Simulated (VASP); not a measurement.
# Rh (Fm-3m) in VASP: single point with LDA

Aim: the single point of Rh with LDA.

All numbers are computed with VASP 6.6.1; they aren't measurements. Logs are shortened: lines on timing, memory, paths and dates and some standing lists are left out, and cuts for length are marked.

## Step 1: The cell of the first run

The structure is cubic, space group Fm-3m (No. 225). Conventional cell: a = 3.820 Å, b = 3.820 Å, c = 3.820 Å, α = 90.00°, β = 90.00°, γ = 90.00°. Rh (site symmetry m-3m) has 12 Rh at 2.70 Å within 3.6 Å.

## Step 2: Single point, LDA

Input file INCAR:

```
SYSTEM = Rh
  PREC = Accurate
  ENCUT = 500
  EDIFF = 1E-6
  ISMEAR = 0
  SIGMA = 0.15
  LREAL = .FALSE.
  LASPH = .TRUE.
  NELM = 120
  ALGO = Normal
  ISIF = 2
  LWAVE = .FALSE.
  LCHARG = .FALSE.
  NBANDS = 14
  GGA_COMPAT = .FALSE.
```

Input file KPOINTS:

```
regular mesh
0
G
  22 22 22
  0 0 0
```

Input file POSCAR:

```
Rh
1.0
    0.0000000000      1.9098290281      1.9098290281
    1.9098290281      0.0000000000      1.9098290281
    1.9098290281      1.9098290281      0.0000000000
Rh
1
Direct
    0.0000000000      0.0000000000      0.0000000000
```

Potentials or basis: VASP PAW LDA potentials, release 64 (Rh_pv).

On the command line:

```console
cat potpaw_LDA.64/Rh_pv/POTCAR > POTCAR
mpirun -np 1 vasp_std > vasp.out
```

OUTCAR:

```text
SYSTEM = Rh
   PREC = Accurate
   ENCUT = 500
   EDIFF = 1E-6
   ISMEAR = 0
   LREAL = .FALSE.
   LASPH = .TRUE.
   NELM = 120
   ISIF = 2

 ion  position               nearest neighbor table
   1  0.000  0.000  0.000-

  LATTYP: Found a face centered cubic cell.
 ALAT       =     3.8196580562

  Lattice vectors:

 A1 = (   0.0000000000,   1.9098290281,   1.9098290281)
 A2 = (   1.9098290281,   0.0000000000,   1.9098290281)
 A3 = (   1.9098290281,   1.9098290281,   0.0000000000)

Analysis of symmetry for initial positions (statically):
=====================================================================
 Subroutine PRICEL returns:
 Original cell was already a primitive cell.

 Routine SETGRP: Setting up the symmetry group for a
 face centered cubic supercell.

 Subroutine GETGRP returns: Found 48 space group operations
 (whereof 48 operations were pure point group operations)
 out of a pool of 48 trial point group operations.

The static configuration has the point symmetry O_h .

Analysis of symmetry for dynamics (positions and initial velocities):
=====================================================================
 Subroutine PRICEL returns:
 Original cell was already a primitive cell.

 Routine SETGRP: Setting up the symmetry group for a
 face centered cubic supercell.

 Subroutine GETGRP returns: Found 48 space group operations
 (whereof 48 operations were pure point group operations)
 out of a pool of 48 trial point group operations.

The dynamic configuration has the point symmetry O_h .

 Subroutine INISYM returns: Found 48 space group operations
 (whereof 48 operations are pure point group operations),
 and found     1 'primitive' translations

----------------------------------------------------------------------------------------

                                     Primitive cell

  volume of cell :      13.9320

  direct lattice vectors                    reciprocal lattice vectors
     0.000000000  1.909829028  1.909829028    -0.261803540  0.261803540  0.261803540
     1.909829028  0.000000000  1.909829028     0.261803540 -0.261803540  0.261803540
     1.909829028  1.909829028  0.000000000     0.261803540  0.261803540 -0.261803540

  length of vectors
     2.700906113  2.700906113  2.700906113     0.453457033  0.453457033  0.453457033

  position of ions in fractional coordinates (direct lattice)
     0.000000000  0.000000000  0.000000000

  ion indices of the primitive-cell ions
   primitive index   ion index
                 1           1

----------------------------------------------------------------------------------------

 KPOINTS: regular mesh

Automatic generation of k-mesh.
 Grid dimensions read from file:
 generate k-points for:   22   22   22

 Generating k-lattice:

  Cartesian coordinates                     Fractional coordinates (reciprocal lattice)
    -0.011900161  0.011900161  0.011900161     0.045454545  0.000000000  0.000000000
     0.011900161 -0.011900161  0.011900161     0.000000000  0.045454545  0.000000000
     0.011900161  0.011900161 -0.011900161     0.000000000  0.000000000  0.045454545

  Length of vectors
     0.020611683  0.020611683  0.020611683

  Shift w.r.t. Gamma in fractional coordinates (k-lattice)
     0.000000000  0.000000000  0.000000000

 Subroutine IBZKPT returns following result:
 ===========================================

 Found    328 irreducible k-points:

 Following reciprocal coordinates:
            Coordinates               Weight
  0.000000  0.000000  0.000000      1.000000
  0.045455  0.000000  0.000000      8.000000
  0.090909  0.000000  0.000000      8.000000
  0.136364  0.000000  0.000000      8.000000
  0.181818  0.000000  0.000000      8.000000
  0.227273  0.000000  0.000000      8.000000
[... 16 lines left out ...]
  0.500000  0.045455  0.000000     24.000000
 -0.454545  0.045455  0.000000     24.000000
 [... further k-points ...]
   k-points           NKPTS =    328   k-points in BZ     NKDIM =    328   number of bands    NBANDS=     14
   number of dos      NEDOS =    301   number of ions     NIONS =      1
   total plane-waves  NPLWV =   8000
   dimension x,y,z NGX =    20 NGY =   20 NGZ =   20
   dimension x,y,z NGXF=    40 NGYF=   40 NGZF=   40
   ions per type =               1
   NGX,Y,Z   is equivalent  to a cutoff of  12.31, 12.31, 12.31 a.u.
   NGXF,Y,Z  is equivalent  to a cutoff of  24.62, 24.62, 24.62 a.u.
 SYSTEM =  Rh
   PREC   = accura    normal or accurate (medium, high low for compatibility)
   ISTART =      0    job   : 0-new  1-cont  2-samecut
   ICHARG =      2    charge: 1-file 2-atom 10-const
   ISPIN  =      1    spin polarized calculation?
   LNONCOLLINEAR =      F non collinear calculations
   LSORBIT =      F    spin-orbit coupling
   LASPH  =      T    aspherical Exc in radial PAW
   ENCUT  =  500.0 eV  36.75 Ry    6.06 a.u.   4.92  4.92  4.92*2*pi/ulx,y,z
   NELM   =    120;   NELMIN=  2; NELMDL= -5     # of ELM steps
   EDIFF  = 0.1E-05   stopping-criterion for ELM
   LREAL  =      F    real-space projection
   EDIFFG = 0.1E-04   stopping-criterion for IOM
   NSW    =      0    number of steps for IOM
   IBRION =     -1    ionic relax: 0-MD 1-quasi-New 2-CG
   NFREE  =      0    steps in history (QN), initial steepest desc. (CG)
   ISIF   =      2    stress and relaxation
   ISYM   =      2    0-nonsym 1-usesym 2-fastsym
   POTIM  = 0.5000    time-step for ionic-motion
   TEBEG  =    0.0;   TEEND  =   0.0 temperature during run
   PSTRESS=    0.0 pullay stress
   NELECT =      15.0000    total number of electrons
   NUPDOWN=      -1.0000    fix difference up-down
   EMIN   =  10.00;   EMAX   =-10.00  energy-range for DOS
   EFERMI =   0.00;   METHOD = LEGACY
   ISMEAR =     0;   SIGMA  =   0.15  broadening in eV -4-tet -1-fermi 0-gaus
   EFERMI_NEDOS =   21; number of points for ismear=-14 and -15
   IALGO  =     38    algorithm
   IMIX   =      4    mixing-type and parameters
     AMIX     =   0.40;   BMIX     =  1.00
     AMIX_MAG =   1.60;   BMIX_MAG =  1.00
  volume/ion in A,a.u.               =      13.93        94.02
  Fermi-wavevector in a.u.,A,eV,Ry     =   1.677905  3.170781 38.305380  2.815366
  Thomas-Fermi vector in A             =   2.762089
   LORBIT       =      0    0 simple, 1 ext, 2 COOP (PROOUT), +10 PAW based schemes
   GGA     = CA    functional components
   LHFCALC =     F    Hartree Fock is set to
   AEXX    =    0.0000 exact exchange contribution
   IVDW    =     0    specifies the selected vdW correction
   LEPSILON=     F    determine dielectric tensor
   LRPA    =     F    only Hartree local field effects (RPA)
 non-spin polarized calculation
 Gauss-broadening in eV      SIGMA  =   0.15
  energy-cutoff  :      500.00
  volume of cell :       13.93
 maximum number of plane-waves:       365
   NGX =  9   NGY =  9   NGZ =  9

 number of electron      15.0000005 magnetization

 Free energy of the ion-electron system (eV)
  ---------------------------------------------------
  ext. energy  EPLUGINS =         0.00000000
  ---------------------------------------------------
  free energy    TOTEN  =        -8.66144315 eV

  energy without entropy =       -8.64615556  energy(sigma->0) =       -8.65379936

 E-fermi :  11.4608     XC(G=0): -14.2679

 val. band max:       11.4587727571   @ k =   0.3182   0.2727   0.0455
 cond. band min:      11.4615816969   @ k =   0.3636   0.0000   0.0000
 fundamental gap:      0.0028089398
 Fermi energy:        11.4608485214

 k-point     1 :       0.0000    0.0000    0.0000
  band No.  band energies     occupation
      1     -34.6793      2.00000
      2     -34.6793      2.00000
      3     -34.6793      2.00000
      4       3.5327      2.00000
      5       8.4168      2.00000
      6       8.4168      2.00000
      7       8.4168      2.00000
      8      10.4989      2.00000
      9      10.4989      2.00000
     10      27.4257      0.00000
     11      31.8455      0.00000
     12      32.7541      0.00000
     13      32.7541      0.00000
     14      32.7541      0.00000

 k-point     2 :       0.0455    0.0000    0.0000
  band No.  band energies     occupation
      1     -34.6942      2.00000
      2     -34.6813      2.00000
      3     -34.6813      2.00000
      4       3.6155      2.00000
      5       8.3798      2.00000
      6       8.4494      2.00000
      7       8.4494      2.00000
      8      10.4803      2.00000
      9      10.4803      2.00000
     10      27.5460      0.00000
     11      31.8444      0.00000
     12      32.2784      0.00000
     13      32.8744      0.00000
     14      32.8744      0.00000

 k-point     3 :       0.0909    0.0000    0.0000
  band No.  band energies     occupation
      1     -34.7377      2.00000
      2     -34.6872      2.00000
      3     -34.6872      2.00000
      4       3.8573      2.00000
      5       8.2811      2.00000
      6       8.5394      2.00000
      7       8.5394      2.00000
      8      10.4346      2.00000
      9      10.4346      2.00000
     10      27.8809      0.00000
     11      31.1917      0.00000
     12      31.8481      0.00000
     13      33.2272      0.00000
     14      33.2272      0.00000
[... 324 lines left out ...]
 k-point    23 :       0.5000    0.0455    0.0000
  band No.  band energies     occupation
      1     -35.3854      2.00000
      2     -34.7872      2.00000
      3     -34.7815      2.00000
      4       5.4663      2.00000
      5       8.2992      2.00000
      6       8.4124      2.00000
      7      11.2270      1.97255
      8      12.0341      0.00000
      9      12.9706      0.00000
     10      19.9427      0.00000
     11      27.0496      0.00000
     12      31.8456      0.00000
     13      32.2955      0.00000
     14      32.3474      0.00000

 k-point    24 :      -0.4545    0.0455    0.0000
  band No.  band energies     occupation
      1     -35.3808      2.00000
      2     -34.7892      2.00000
      3     -34.7782      2.00000
      4       5.4735      2.00000
      5       8.3145      2.00000
      6       8.4118      2.00000
      7      11.2074      1.98312
      8      11.9389      0.00001
      9      12.9231      0.00000
     10      20.0861      0.00000
     11      27.0792      0.00000
     12      31.8452      0.00000
     13      32.1586      0.00000
     14      32.6128      0.00000

 [... further k-points ...]

------------------------ aborting loop because EDIFF is reached ----------------------------------------

  FORCE on cell =-STRESS in cart. coord.  units (eV):
  Direction    XX          YY          ZZ          XY          YZ          ZX
  --------------------------------------------------------------------------------------
  -------------------------------------------------------------------------------------
  Total       -1.1851251     -1.1851251     -1.1851251      0.0000000      0.0000000      0.0000000
  in kB     -136.2891583   -136.2891583   -136.2891583      0.0000000      0.0000000      0.0000000
  external PRESSURE =    -136.2891583 kB  Pullay stress =       0.0000000 kB

 VOLUME and BASIS-vectors are now :
 -----------------------------------------------------------------------------
  energy-cutoff  :      500.00
  volume of cell :       13.93
      direct lattice vectors                 reciprocal lattice vectors
     0.000000000  1.909829028  1.909829028    -0.261803540  0.261803540  0.261803540
     1.909829028  0.000000000  1.909829028     0.261803540 -0.261803540  0.261803540
     1.909829028  1.909829028  0.000000000     0.261803540  0.261803540 -0.261803540

 POSITION                                       TOTAL-FORCE (eV/Angst)
 -----------------------------------------------------------------------------------
      0.00000      0.00000      0.00000         0.000000      0.000000     -0.000000
 -----------------------------------------------------------------------------------
    total drift:                               -0.000000     -0.000000     -0.000000

  FREE ENERGIE OF THE ION-ELECTRON SYSTEM (eV)
  ---------------------------------------------------
  free  energy   TOTEN  =        -8.6614431529 eV

  energy  without entropy=       -8.6461555604  energy(sigma->0) =       -8.65379936
```

It took 44 s on 1 thread of AMD EPYC 7R43 (Zen 3), shared host; peak memory 0.13 GiB.

Results:

```
Free energy            : -8.6614 eV
Pressure               : -13.6 GPa
Band gap on the k mesh : zero (an odd number of electrons rules out a gap without spin polarisation)
```

Levels at points of the mesh, in eV from the Fermi level:
```tsv
k point	band 4	band 5	band 6	band 7	band 8	band 9	band 10	band 11
(0.00, 0.00, 0.00)	-7.93	-3.04	-3.04	-3.04	-0.96	-0.96	15.96	20.38
(0.50, 0.00, 0.00)	-6.06	-3.11	-3.11	0.57	0.57	0.71	8.45	15.48
(0.50, 0.50, 0.00)	-6.21	-5.87	0.55	0.97	0.97	3.19	12.07	13.13
```

Caveat: the cell stands under tension.
